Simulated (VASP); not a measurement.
# SnO (Aem2) in VASP: notebook

SnO is run at these levels: PBEsol; tasks: single point.

Program: VASP 6.6.1. These are calculated values, not measurements. Logs are shortened: lines on timing, memory, paths and dates and some standing lists are left out, and cuts for length are marked.

### Step 1. The cell of the first run

Symmetry: Aem2, No. 39, orthorhombic system. Conventional cell: a = 9.495 Å, b = 5.381 Å, c = 5.381 Å, α = 90.00°, β = 90.00°, γ = 90.00°. Within 2.9 Å of Sn (site symmetry m) lie 4 O at 2.17 Å. Sn (site symmetry m) has 4 O at 2.28 Å within 3.0 Å. O (site symmetry 2) has 4 Sn at 2.28 Å and 4 O at 2.69 Å within 3.0 Å. O (site symmetry 2) has 4 Sn at 2.17 Å and 4 O at 2.69 Å within 2.9 Å.

### Step 2. Single point, PBEsol (atoms displaced along a vibrational mode)

Contents of INCAR:

```
SYSTEM = SnO
PREC = Accurate ; ENCUT = 520
EDIFF = 1E-6 ; ISMEAR = 0
SIGMA = 0.15 ; LREAL = .False.
LASPH = .True. ; NELM = 100
ALGO = Normal ; ISIF = 2
LWAVE = .False. ; LCHARG = .True.
GGA = PS ; LELF = .True.
LVHAR = .True. ; NBANDS = 50
```

Contents of KPOINTS:

```
Automatic mesh
0
Gamma
  10 10 4
  0 0 0
```

Contents of POSCAR:

```
SnO
1.0
    2.6904552953     -2.6904757091      0.0000000000
    2.6904552953      2.6904757091      0.0000000000
    0.0000000000      0.0000000000      9.4948198460
Sn O
4 4
Direct
    0.9991913699      0.0008086301      0.9893301568
    0.0008111493      0.9991888507      0.5103942742
    0.5008111493      0.4991888507      0.2466057257
    0.4991913699      0.5008086301      0.7676698431
    0.0007699592      0.4992300408      0.3785000000
    0.9992113490      0.5007886510      0.8785000000
    0.5007699592      0.9992300408      0.3785000000
    0.4992113490      0.0007886510      0.8785000000
```

Potentials or basis: VASP PAW PBE potentials, release 64 (Sn_d, O).

On the command line:

```console
> cat potpaw_PBE.64/Sn_d/POTCAR potpaw_PBE.64/O/POTCAR > POTCAR
> mpirun -np 1 vasp_std > vasp.out
```

OUTCAR:

```text
SYSTEM = SnO
   PREC = Accurate
   ENCUT = 520
   EDIFF = 1E-6
   ISMEAR = 0
   LREAL = .False.
   LASPH = .True.
   NELM = 100
   ISIF = 2
   GGA = PS

 ion  position               nearest neighbor table
   1  0.999  0.001  0.989-   6 2.17   8 2.17   8 2.17   6 2.17   4 3.42   4 3.42   4 3.42   4 3.42
                             3 3.63   3 3.63   3 3.63   3 3.64
   2  0.001  0.999  0.510-   5 2.28   7 2.28   5 2.28   7 2.28   4 3.63   4 3.63   4 3.63   4 3.64
                             3 3.68   3 3.68   3 3.68   3 3.68
   3  0.501  0.499  0.247-   5 2.28   7 2.28   7 2.28   5 2.28   1 3.63   1 3.63   1 3.63   1 3.64
                             2 3.68   2 3.68   2 3.68   2 3.68
   4  0.499  0.501  0.768-   6 2.17   8 2.17   6 2.17   8 2.17   1 3.42   1 3.42   1 3.42   1 3.42
                             2 3.63   2 3.63   2 3.63   2 3.64
   5  0.001  0.499  0.379-   2 2.28   3 2.28   2 2.28   3 2.28
   6  0.999  0.501  0.879-   1 2.17   4 2.17   1 2.17   4 2.17
   7  0.501  0.999  0.379-   2 2.28   3 2.28   2 2.28   3 2.28
   8  0.499  0.001  0.879-   1 2.17   4 2.17   1 2.17   4 2.17

  LATTYP: Found a simple tetragonal cell.
 ALAT       =     3.8048928023
 C/A-ratio  =     2.4954237450

  Lattice vectors:

 A1 = (   2.6904552953,  -2.6904757091,   0.0000000000)
 A2 = (   2.6904552953,   2.6904757091,   0.0000000000)
 A3 = (   0.0000000000,   0.0000000000,   9.4948198460)

Analysis of symmetry for initial positions (statically):
=====================================================================
 Subroutine PRICEL returns:
 Original cell was already a primitive cell.

 Routine SETGRP: Setting up the symmetry group for a
 simple tetragonal supercell.

 Subroutine GETGRP returns: Found  4 space group operations
 (whereof  2 operations were pure point group operations)
 out of a pool of 16 trial point group operations.

The static configuration has the point symmetry C_1h.
 The point group associated with its full space group is C_2v.

Analysis of symmetry for dynamics (positions and initial velocities):
=====================================================================
 Subroutine PRICEL returns:
 Original cell was already a primitive cell.

 Routine SETGRP: Setting up the symmetry group for a
 simple tetragonal supercell.

 Subroutine GETGRP returns: Found  4 space group operations
 (whereof  2 operations were pure point group operations)
 out of a pool of 16 trial point group operations.

The dynamic configuration has the point symmetry C_1h.
 The point group associated with its full space group is C_2v.

 Subroutine INISYM returns: Found  4 space group operations
 (whereof  2 operations are pure point group operations),
 and found     1 'primitive' translations

----------------------------------------------------------------------------------------

                                     Primitive cell

  volume of cell :     137.4585

  direct lattice vectors                    reciprocal lattice vectors
     2.690455295 -2.690475709  0.000000000     0.185842151 -0.185840741  0.000000000
     2.690455295  2.690475709  0.000000000     0.185842151  0.185840741  0.000000000
     0.000000000  0.000000000  9.494819846     0.000000000  0.000000000  0.105320587

  length of vectors
     3.804892802  3.804892802  9.494819846     0.262819494  0.262819494  0.105320587

  position of ions in fractional coordinates (direct lattice)
     0.999191370  0.000808630  0.989330157
     0.000811149  0.999188851  0.510394274
     0.500811149  0.499188851  0.246605726
     0.499191370  0.500808630  0.767669843
     0.000769959  0.499230041  0.378500000
     0.999211349  0.500788651  0.878500000
     0.500769959  0.999230041  0.378500000
     0.499211349  0.000788651  0.878500000

  ion indices of the primitive-cell ions
   primitive index   ion index
                 1           1
                 2           2
                 3           3
                 4           4
                 5           5
                 6           6
                 7           7
                 8           8

----------------------------------------------------------------------------------------

 KPOINTS: Automatic mesh

Automatic generation of k-mesh.
 Grid dimensions read from file:
 generate k-points for:   10   10    4

 Generating k-lattice:

  Cartesian coordinates                     Fractional coordinates (reciprocal lattice)
     0.018584215 -0.018584074  0.000000000     0.100000000  0.000000000  0.000000000
     0.018584215  0.018584074  0.000000000     0.000000000  0.100000000  0.000000000
     0.000000000  0.000000000  0.026330147     0.000000000  0.000000000  0.250000000

  Length of vectors
     0.026281949  0.026281949  0.026330147

  Shift w.r.t. Gamma in fractional coordinates (k-lattice)
     0.000000000  0.000000000  0.000000000

 Subroutine IBZKPT returns following result:
 ===========================================

 Found     93 irreducible k-points:

 Following reciprocal coordinates:
            Coordinates               Weight
  0.000000  0.000000  0.000000      1.000000
  0.100000  0.000000  0.000000      4.000000
  0.200000  0.000000  0.000000      4.000000
  0.300000  0.000000  0.000000      4.000000
  0.400000  0.000000  0.000000      4.000000
  0.500000  0.000000  0.000000      2.000000
[... 16 lines left out ...]
  0.300000  0.300000  0.000000      2.000000
 -0.300000  0.300000  0.000000      2.000000
 [... further k-points ...]
   k-points           NKPTS =     93   k-points in BZ     NKDIM =     93   number of bands    NBANDS=     50
   number of dos      NEDOS =    301   number of ions     NIONS =      8
   total plane-waves  NPLWV =  56448
   dimension x,y,z NGX =    28 NGY =   28 NGZ =   72
   dimension x,y,z NGXF=    56 NGYF=   56 NGZF=  144
   ions per type =               4   4
   NGX,Y,Z   is equivalent  to a cutoff of  12.23, 12.23, 12.61 a.u.
   NGXF,Y,Z  is equivalent  to a cutoff of  24.47, 24.47, 25.21 a.u.
 SYSTEM =  SnO
   PREC   = accura    normal or accurate (medium, high low for compatibility)
   ISTART =      0    job   : 0-new  1-cont  2-samecut
   ICHARG =      2    charge: 1-file 2-atom 10-const
   ISPIN  =      1    spin polarized calculation?
   LNONCOLLINEAR =      F non collinear calculations
   LSORBIT =      F    spin-orbit coupling
   LASPH  =      T    aspherical Exc in radial PAW
   ENCUT  =  520.0 eV  38.22 Ry    6.18 a.u.   7.07  7.07 17.65*2*pi/ulx,y,z
   NELM   =    100;   NELMIN=  2; NELMDL= -5     # of ELM steps
   EDIFF  = 0.1E-05   stopping-criterion for ELM
   LREAL  =      F    real-space projection
[... 7 lines left out ...]
   TEBEG  =    0.0;   TEEND  =   0.0 temperature during run
   PSTRESS=    0.0 pullay stress
   NELECT =      80.0000    total number of electrons
   NUPDOWN=      -1.0000    fix difference up-down
   EMIN   =  10.00;   EMAX   =-10.00  energy-range for DOS
   EFERMI =   0.00;   METHOD = LEGACY
   ISMEAR =     0;   SIGMA  =   0.15  broadening in eV -4-tet -1-fermi 0-gaus
   EFERMI_NEDOS =   21; number of points for ismear=-14 and -15
   IALGO  =     38    algorithm
   IMIX   =      4    mixing-type and parameters
     AMIX     =   0.40;   BMIX     =  1.00
     AMIX_MAG =   1.60;   BMIX_MAG =  1.00
  volume/ion in A,a.u.               =      17.18       115.95
  Fermi-wavevector in a.u.,A,eV,Ry     =   1.366829  2.582933 25.418710  1.868223
  Thomas-Fermi vector in A             =   2.492936
   LORBIT       =      0    0 simple, 1 ext, 2 COOP (PROOUT), +10 PAW based schemes
   GGA     = PS    functional components
   LHFCALC =     F    Hartree Fock is set to
   AEXX    =    0.0000 exact exchange contribution
   IVDW    =     0    specifies the selected vdW correction
   LEPSILON=     F    determine dielectric tensor
   LRPA    =     F    only Hartree local field effects (RPA)
 non-spin polarized calculation
 Gauss-broadening in eV      SIGMA  =   0.15
  energy-cutoff  :      520.00
  volume of cell :      137.46
 maximum number of plane-waves:      3732
   NGX = 15   NGY = 15   NGZ = 35

 number of electron      79.9999979 magnetization

 Free energy of the ion-electron system (eV)
  ---------------------------------------------------
  ext. energy  EPLUGINS =         0.00000000
  ---------------------------------------------------
  free energy    TOTEN  =       -48.08255532 eV

  energy without entropy =      -48.07987802  energy(sigma->0) =      -48.08121667

 E-fermi :   7.2205     XC(G=0): -10.6019

 val. band max:        7.1265668742   @ k =   0.1000   0.1000   0.0000
 cond. band min:       7.3569685688   @ k =   0.5000   0.5000   0.2500
 fundamental gap:      0.2304016946
 Fermi energy:         7.2204860363

 k-point     1 :       0.0000    0.0000    0.0000
  band No.  band energies     occupation
      1     -15.1271      2.00000
      2     -14.4610      2.00000
      3     -14.4596      2.00000
      4     -14.4596      2.00000
      5     -14.4416      2.00000
      6     -14.3929      2.00000
[... 42 lines left out ...]
     49      13.0274      0.00000
     50      13.0277      0.00000

 k-point     2 :       0.1000    0.0000    0.0000
  band No.  band energies     occupation
      1     -15.1209      2.00000
      2     -14.5290      2.00000
      3     -14.4594      2.00000
      4     -14.4553      2.00000
      5     -14.4341      2.00000
      6     -14.3893      2.00000
[... 42 lines left out ...]
     49      12.7861      0.00000
     50      13.0807      0.00000

 k-point     3 :       0.2000    0.0000    0.0000
  band No.  band energies     occupation
      1     -15.1032      2.00000
      2     -14.6604      2.00000
      3     -14.4588      2.00000
      4     -14.4433      2.00000
      5     -14.4139      2.00000
      6     -14.4047      2.00000
[... 1102 lines left out ...]
     49      12.7698      0.00000
     50      14.0717      0.00000

 k-point    24 :      -0.3000    0.3000    0.0000
  band No.  band energies     occupation
      1     -15.0493      2.00000
      2     -14.9005      2.00000
      3     -14.4273      2.00000
      4     -14.4166      2.00000
      5     -14.4043      2.00000
      6     -14.3905      2.00000
[... 42 lines left out ...]
     49      12.7696      0.00000
     50      14.0722      0.00000

 [... further k-points ...]

------------------------ aborting loop because EDIFF is reached ----------------------------------------

  FORCE on cell =-STRESS in cart. coord.  units (eV):
  Direction    XX          YY          ZZ          XY          YZ          ZX
  --------------------------------------------------------------------------------------
  -------------------------------------------------------------------------------------
  Total        1.1742301      1.1732737     -0.3124377      0.0000000      0.0000000      0.0000000
  in kB       13.6864938     13.6753459     -3.6416857      0.0000000      0.0000000      0.0000000
  external PRESSURE =       7.9067180 kB  Pullay stress =       0.0000000 kB

 VOLUME and BASIS-vectors are now :
 -----------------------------------------------------------------------------
  energy-cutoff  :      520.00
  volume of cell :      137.46
      direct lattice vectors                 reciprocal lattice vectors
     2.690455295 -2.690475709  0.000000000     0.185842151 -0.185840741  0.000000000
     2.690455295  2.690475709  0.000000000     0.185842151  0.185840741  0.000000000
     0.000000000  0.000000000  9.494819846     0.000000000  0.000000000  0.105320587

 POSITION                                       TOTAL-FORCE (eV/Angst)
 -----------------------------------------------------------------------------------
      2.69046     -2.68612      9.39351         0.000000     -0.002988      1.860990
      2.69046      2.68611      4.84610         0.000000      0.003245     -1.598122
      2.69046     -0.00436      2.34148         0.000000      0.003245      1.598122
      2.69046      0.00435      7.28889         0.000000     -0.002988     -1.860990
      1.34523      1.34109      3.59379         0.000000      0.001522      0.000000
      4.03568     -1.34099      8.34120         0.000000     -0.001780      0.000000
      4.03568      1.34109      3.59379         0.000000      0.001522      0.000000
      1.34523     -1.34099      8.34120         0.000000     -0.001780      0.000000
 -----------------------------------------------------------------------------------
    total drift:                               -0.000000      0.000059     -0.000003

  FREE ENERGIE OF THE ION-ELECTRON SYSTEM (eV)
  ---------------------------------------------------
  free  energy   TOTEN  =       -48.0825553223 eV

  energy  without entropy=      -48.0798780238  energy(sigma->0) =      -48.08121667
```

It took 4.6 min on 1 thread of Intel Xeon 6975P-C (Granite Rapids), shared host; peak memory 0.53 GiB.

Results:

| Property | Result |
| --- | --- |
| Free energy | -48.0826 eV |
| Pressure | 0.8 GPa |
| Largest force | 1.861 eV/Å |
| Band gap on the k mesh | zero (bands 40 and 41 overlap by 0.02 eV) |

Forces in eV/Å, atoms in the order of the input:
```
Sn   0.000 -0.003  1.861
Sn   0.000  0.003 -1.598
Sn   0.000  0.003  1.598
Sn   0.000 -0.003 -1.861
O    0.000  0.002  0.000
O    0.000 -0.002  0.000
O    0.000  0.002  0.000
O    0.000 -0.002  0.000
```

Stress tensor (GPa, compression positive):
```
 1.37  0.00  0.00
 0.00  1.37  0.00
 0.00  0.00 -0.36
```

Caveat: the cell differs from its parent crystal (atoms displaced along a vibrational mode); semilocal functionals underestimate gaps, so a narrow gap can read as zero; the PAW data sets were made with another functional, which shifts forces and pressure a little; spin-orbit coupling is left out, which moves the levels of the heavy elements.

### Step 3. Single point, PBEsol (atoms displaced along a vibrational mode)

Contents of INCAR:

```
  PREC = Accurate
  ENCUT = 520
  EDIFF = 1E-7
  ISMEAR = 0
  SIGMA = 0.15
  LREAL = False
  LASPH = True
  NELM = 80
  ALGO = Normal
  ISIF = 2
  LWAVE = False
  LCHARG = False
  GGA = PS
  NBANDS = 50
```

Contents of KPOINTS:

```
regular mesh
0
Gamma
  10 10 4
```

Contents of POSCAR:

```
SnO
1.0
    2.6904552953     -2.6904757091      0.0000000000
    2.6904552953      2.6904757091      0.0000000000
    0.0000000000      0.0000000000      9.4948198460
Sn O
4 4
Direct
    0.9991894805      0.0008105195      1.0051282449
    0.0008092599      0.9991907401      0.4945961862
    0.5008092599      0.4991907401      0.2624038138
    0.4991894805      0.5008105195      0.7518717551
    0.0007839780      0.4992160220      0.3785000000
    0.9992253678      0.5007746322      0.8785000000
    0.5007839780      0.9992160220      0.3785000000
    0.4992253678      0.0007746322      0.8785000000
```

Potentials or basis: VASP PAW PBE potentials, release 64 (Sn_d, O).

On the command line:

```console
> cat potpaw_PBE.64/Sn_d/POTCAR potpaw_PBE.64/O/POTCAR > POTCAR
> mpirun -np 1 vasp_std > vasp.out
```

Wall time 4.6 min (1 thread of Intel Xeon 6975P-C (Granite Rapids), shared host); peak memory 0.55 GiB.

The run converged. Its results:

| Property | Result |
| --- | --- |
| Free energy | -48.3431 eV |
| Pressure | 0.4 GPa |
| Largest force | 0.972 eV/Å |
| Band gap on the k mesh | zero (bands 40 and 41 overlap by 0.08 eV) |

Forces on the atoms (eV/Å):
```
Sn   0.000 -0.003 -0.773
Sn   0.000  0.003  0.972
Sn   0.000  0.003 -0.972
Sn   0.000 -0.003  0.773
O    0.000  0.002  0.000
O    0.000 -0.002  0.000
O    0.000  0.002  0.000
O    0.000 -0.002  0.000
```

Stress tensor (GPa, compression positive):
```
0.52 0.00 0.00
0.00 0.52 0.00
0.00 0.00 0.11
```

Levels at points of the mesh, in eV from the Fermi level:
| k point | band 38 | band 39 | band 40 | band 41 | band 42 | band 43 |
| --- | --- | --- | --- | --- | --- | --- |
| (0.00, 0.00, 0.00) | -2.87 | -2.26 | -0.11 | 1.54 | 2.05 | 2.71 |
| (0.50, 0.00, 0.00) | -2.83 | -1.80 | -1.80 | 2.57 | 2.57 | 3.20 |
| (0.50, 0.50, 0.00) | -2.22 | -1.94 | -1.94 | -0.16 | -0.16 | 2.22 |
| (0.00, 0.00, 0.50) | -2.87 | -0.63 | -0.61 | 1.35 | 1.68 | 3.32 |
| (0.50, 0.00, 0.50) | -2.29 | -2.25 | -2.25 | 2.83 | 2.83 | 2.93 |
| (0.50, 0.50, 0.50) | -2.39 | -2.22 | -2.22 | 0.73 | 0.73 | 0.79 |

Caveat: the cell differs from its parent crystal (atoms displaced along a vibrational mode); semilocal functionals underestimate gaps, so a narrow gap can read as zero; the PAW data sets were made with another functional, which shifts forces and pressure a little; spin-orbit coupling is left out, which moves the levels of the heavy elements.
